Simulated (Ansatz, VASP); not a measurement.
# LiGeH3 in VASP and in Ansatz

INCAR

```
ALGO     = Normal         # electronic algorithm
EDIFF    = 1E-6           # SCF threshold, eV
EDIFFG   = -0.04          # ionic threshold
ENCUT    = 600            # plane-wave cutoff, eV
GGA      = PE             # functional
IBRION   = 2              # ionic algorithm
ISIF     = 3              # what is computed and relaxed
ISMEAR   = 0              # smearing method
LASPH    = T              # aspherical terms in the spheres
LCHARG   = F              # write CHGCAR
LREAL    = F              # projectors in reciprocal space
LWAVE    = F              # write WAVECAR
NELM     = 60             # most SCF steps
NSW      = 90             # ionic steps
PREC     = Accurate       # precision mode
SIGMA    = 0.1            # smearing width, eV
```

File KPOINTS:

```
k-points
0
Gamma
  6 6 4
```

File POSCAR:

```
LiGeH3
1.0
    3.4270927100      0.0000000000      0.0000000000
    0.0000000000      3.4270927100      0.0000000000
    0.0000000000      0.0000000000      4.5600676300
Li Ge H
1 1 3
Direct
    0.5000000000      0.5000000000      0.6995421100
    0.0000000000      0.0000000000      0.9686971300
    0.5000000000      0.0000000000      0.1954655900
    0.0000000000      0.5000000000      0.1954655900
    0.0000000000      0.0000000000      0.5490295900
```

Input for Ansatz:

```yaml
crystal:
  lattice:
    - [3.42709271, 0.0, 0.0]
    - [0.0, 3.42709271, 0.0]
    - [0.0, 0.0, 4.56006763]
  atoms:
    - { symbol: Li, position: [0.5, 0.5, 0.69954211] }
    - { symbol: Ge, position: [0.0, 0.0, 0.96869713] }
    - { symbol: H, position: [0.5, 0.0, 0.19546559] }
    - { symbol: H, position: [0.0, 0.5, 0.19546559] }
    - { symbol: H, position: [0.0, 0.0, 0.54902959] }
basis:
  ecutwfc: 420
kpoints:
  mp_grid: { grid: [6, 6, 4] }
hamiltonian:
  xc: pbe
scf:
  occupations: { method: gaussian, width: 0.1 }
  lower_state_search: "off"
output:
  forces: true
  stress: true
  eigenvalues: true
relax:
  adjacent_minimum: "off"
  f_tol: 0.04
  max_steps: 70
  cell: { stress_tol: 0.4 }
```

Change from the starting cell: species swapped into the NdSiPt3 type (P4mm, No. 99).

Alike in both runs: task relaxation of cell and atoms; functional PBE; k mesh 6 × 6 × 4; occupations gaussian, width 0.1 eV; no spin polarisation.

|  | VASP | Ansatz |
| --- | --- | --- |
| version | VASP 6.6.1 | Ansatz 0.2.0 |
| potentials or method | VASP PAW PBE potentials, release 64 (Li_sv, Ge_d, H), cutoff 600 eV | scalar-relativistic, plane waves, PAW |
| valence electrons in the cell | 20 | 20 |

Ansatz gave:

* gap on the k mesh at the Fermi level, each at its own relaxed structure (eV): none
* relaxed volume (Å³/atom): 16.42
* relaxed cell length with the largest relative difference (Å): 5.213

Problem. What did VASP give for the same quantities?

Solution. gap on the k mesh at the Fermi level, each at its own relaxed structure (eV): none; relaxed volume (Å³/atom): 15.97; relaxed cell length with the largest relative difference (Å): 5.034.

A gap of «none» marks a metal or a gap that the smearing closes.

Noted on VASP's run: the cutoff is short for stress, so the pressure is rough; the volume moved by over 15 % at a fixed basis, so the end points are rough.
